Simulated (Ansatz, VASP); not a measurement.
# One calculation of InSb, two programs

The input INCAR:

```
ALGO = Normal ; EDIFF = 1E-6
ENCUT = 500 ; GGA = PS
GGA_COMPAT = False ; ISIF = 2
ISMEAR = 0 ; LASPH = True
LCHARG = False ; LREAL = False
LWAVE = False ; NBANDS = 16
NELM = 120 ; PREC = Accurate
SIGMA = 0.15
```

File KPOINTS:

```
k-points
0
Gamma
  16 16 8
```

File POSCAR:

```
InSb
1.0
    2.8647113726      0.0000000000      0.0000000000
    0.0000000000      2.8647113726      0.0000000000
    0.0000000000      0.0000000000      6.3000732506
In Sb
1 1
Direct
    0.0000000000      0.0000000000      0.0000000000
    0.0000000000      0.0000000000      0.5000000000
```

Input for Ansatz:

```yaml
crystal:
  lattice:
    - [2.8647113726, 0.0, 0.0]
    - [0.0, 2.8647113726, 0.0]
    - [0.0, 0.0, 6.3000732506]
  atoms:
    - { symbol: In, position: [0.0, 0.0, 0.0] }
    - { symbol: Sb, position: [0.0, 0.0, 0.5] }
basis:
  ecutwfc: 420
kpoints:
  mp_grid: { grid: [16, 16, 8] }
hamiltonian:
  xc: pbesol
  pseudopotentials: { kind: paw, azcp: { folder: soft_1 } }
scf:
  occupations: { method: gaussian, width: 0.15 }
output:
  forces: true
  stress: true
  eigenvalues: true
```

Alike in both runs: task single point; functional PBEsol; k mesh 16 × 16 × 8; occupations gaussian, width 0.15 eV; no spin polarisation.

|  | VASP | Ansatz |
| --- | --- | --- |
| version | VASP 6.6.1 | Ansatz 0.2.0 |
| potentials or method | VASP PAW PBE potentials, release 64 (In_d, Sb), cutoff 500 eV | scalar-relativistic, plane waves, PAW |
| valence electrons in the cell | 18 | 28 |

Ansatz gave:

| Quantity | Value |
| --- | --- |
| gap on the k mesh at the Fermi level (eV) | none |
| pressure (GPa) | 6.5 |
| traceless stress, the component that is largest in VASP (GPa) | -8.72 |

Question: Which values does VASP return?

Answer: gap on the k mesh at the Fermi level (eV): none; pressure (GPa): 6.7; traceless stress, the component that is largest in VASP (GPa): -8.83.

VASP's potentials were made for PBE, not for PBEsol, and Ansatz warns of the same on its side. A gap of «none» marks a metal or a gap that the smearing closes. The functional is the same, so the differences come from potentials, cutoffs and numerics. VASP's potentials hold 18 valence electrons a cell and Ansatz's 28, so a difference there can come from the potentials and not from the codes.

Neither program's run includes spin-orbit coupling.
